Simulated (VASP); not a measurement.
The system is HfPb2.

```xyz
3
Lattice="3.3526 0.0000 0.0000 -1.6763 2.9034 0.0000 0.0000 0.0000 8.5275" Properties=species:S:1:pos:R:3 pbc="T T T"
Hf    0.0000    0.0000    0.0000
Pb    0.0000    1.9356    2.7435
Pb    1.6763    0.9678    5.7841
```

```yaml
Program: VASP 6.6.1
Task: relaxation of cell and atoms
Functional: PBE
Potentials_or_basis: VASP PAW PBE potentials, release 64 (Hf_pv, Pb_d)
Cutoff: 600 eV
k_mesh: 6 × 6 × 2
Occupations: gaussian, width 0.1 eV
Spin: no spin polarisation
```

At the start: pressure -1.6 GPa; volume 27.67 Å³/atom.

How do energy, volume and symmetry change on relaxing?

Over 25 steps the energy falls by 26.5 meV/atom and the volume is 27.52 Å³/atom (-0.5 %); space group P-3m1 (No. 164, to 0.05 Å).

Step by step:
| step | energy change (eV) | largest force (eV/Å) | pressure (GPa) | volume (Å³) |
| --- | --- | --- | --- | --- |
| 1 | 0.0000 | 0.5155 | -1.63 | 83.01 |
| 2 | -0.0293 | 0.3328 | 1.02 | 79.67 |
| 3 | -0.0294 | 0.3432 | 0.87 | 79.84 |
| 4 | -0.0457 | 0.1912 | 0.54 | 80.38 |
| 5 | -0.0535 | 0.0014 | 0.21 | 81.12 |
| 6 | -0.0545 | 0.0431 | -0.16 | 81.62 |
| 7 | -0.0549 | 0.0853 | -0.53 | 82.14 |
| 8 | -0.0550 | 0.0903 | -0.56 | 82.19 |
| 9 | -0.0556 | 0.1042 | -0.65 | 82.32 |
| 10 | -0.0569 | 0.1275 | -0.82 | 82.60 |
| 11 | -0.0586 | 0.1619 | -1.16 | 83.14 |
| 12 | -0.0599 | 0.1659 | -1.17 | 83.17 |
| 13 | -0.0635 | 0.1789 | -1.17 | 83.26 |
| 14 | -0.0673 | 0.2052 | -1.10 | 83.42 |
| 15 | -0.0696 | 0.1928 | -0.89 | 83.13 |
| 16 | -0.0738 | 0.1539 | -0.24 | 82.29 |
| 17 | -0.0707 | 0.0703 | 1.17 | 80.61 |
| 18 | -0.0745 | 0.1299 | 0.17 | 81.78 |
| 19 | -0.0750 | 0.1220 | 0.16 | 81.81 |
| 20 | -0.0762 | 0.0990 | 0.13 | 81.91 |
| 21 | -0.0779 | 0.0543 | 0.07 | 82.09 |
| 22 | -0.0781 | 0.0323 | 0.00 | 82.47 |
| 23 | -0.0785 | 0.0063 | 0.03 | 82.30 |
| 24 | -0.0792 | 0.0041 | 0.03 | 82.42 |
| 25 | -0.0796 | 0.0017 | 0.02 | 82.57 |

Final structure:
```
Hf Pb
1.0
     3.29549    0.00000    0.00000
    -1.64774    2.85398    0.00000
     0.00000    0.00000    8.77905
Hf Pb
1 2
Direct
  0.00000 0.00000 0.00000
  0.33333 0.66667 0.30684
  0.66667 0.33333 0.69316
```

Caveat: the k points lie up to 0.37 Å⁻¹ apart in the final cell.
